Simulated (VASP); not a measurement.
Here is a VASP 6.6.1 calculation.

INCAR

```
  PREC = Accurate
  ENCUT = 520
  EDIFF = 1E-6
  ISMEAR = 0
  SIGMA = 0.1
  LREAL = False
  LASPH = True
  NELM = 60
  ALGO = Normal
  ISIF = 2
  LWAVE = False
  LCHARG = True
  GGA = PS
  LELF = True
  LVHAR = True
  NBANDS = 74
```

The input KPOINTS:

```
Automatic mesh
0
Gamma
  4 4 3
```

File POSCAR:

```
Y2B4HRh6
1.0
    5.3736450000      0.0000000000      0.0000000000
   -2.6868220000      4.6537130000      0.0000000000
    0.0000000000      0.0000000000      6.2963550000
Y B Rh H
2 4 6 1
Direct
    0.0160065583      0.0073681370      0.2671706057
    0.0155350194      0.0071383819      0.7519650750
    0.6614547563      0.3301106311      0.2622762196
    0.3143413165      0.6565447814      0.2620164431
    0.6613460954      0.3300397884      0.7567114869
    0.3144460078      0.6566065022      0.7569786918
   -0.0084546006      0.4951376927      0.0094601728
    0.4917950229      0.4920330872      0.0094892154
    0.4917989021     -0.0015070218      0.0094951591
   -0.0026800717      0.4980306704      0.5095267994
    0.4996666806      0.5008541148      0.5095118779
    0.4996682815     -0.0024469401      0.5095004064
    0.7149687314      0.8568433749      0.0098747470
```

Potentials or basis: VASP PAW PBE potentials, release 64 (Y_sv, B, Rh_pv, H).

The run is started by

```console
$ cat potpaw_PBE.64/Y_sv/POTCAR potpaw_PBE.64/B/POTCAR potpaw_PBE.64/Rh_pv/POTCAR potpaw_PBE.64/H/POTCAR > POTCAR
$ mpirun -np 1 vasp_std > vasp.out
```

Task: What does it give for the pressure?

Result: -0.3 GPa.

Task: Predict the band gap on the k mesh.

Result: Zero (an odd number of electrons rules out a gap without spin polarisation).

Task: What does it give for the largest force?

Result: 0.016 eV/Å.

Stress tensor (GPa, compression positive):
```
 0.31  1.23  0.01
 1.23 -1.10  0.00
 0.01  0.00 -0.23
```

Caveat: the PAW data sets were made with another functional, which shifts forces and pressure a little.
